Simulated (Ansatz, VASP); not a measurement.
**One calculation of SrTl, two programs**

```
Sr Tl
1.0
     4.01851    0.00000    0.00000
     0.00000    4.01851    0.00000
     0.00000    0.00000    4.01851
Sr Tl
1 1
Cartesian
  0.0000 0.0000 0.0000
  2.0093 2.0093 2.0093
```

Change from the starting cell: volume scaled by 0.99.

Alike in both runs: task single point; functional LDA; k mesh 8 × 8 × 8; occupations fermi-dirac, width 0.05 eV; no spin polarisation.

```csv
,VASP,Ansatz
version,VASP 6.6.1,Ansatz 0.2.0
potentials or method,"VASP PAW LDA potentials, release 64 (Sr_sv, Tl_d), cutoff 520 eV","all-electron LAPW, scalar-relativistic"
```

Ansatz gave:

| Item | Value |
| --- | --- |
| pressure (GPa) | -1.6 |

Task: Which values does VASP return?

Result: Pressure (GPa): -1.5.

LDA's correlation is that of Perdew and Zunger in VASP and of Perdew and Wang (1992) in Ansatz. Ansatz ran all-electron here, and VASP with PAW potentials.

Neither program's run includes spin-orbit coupling.
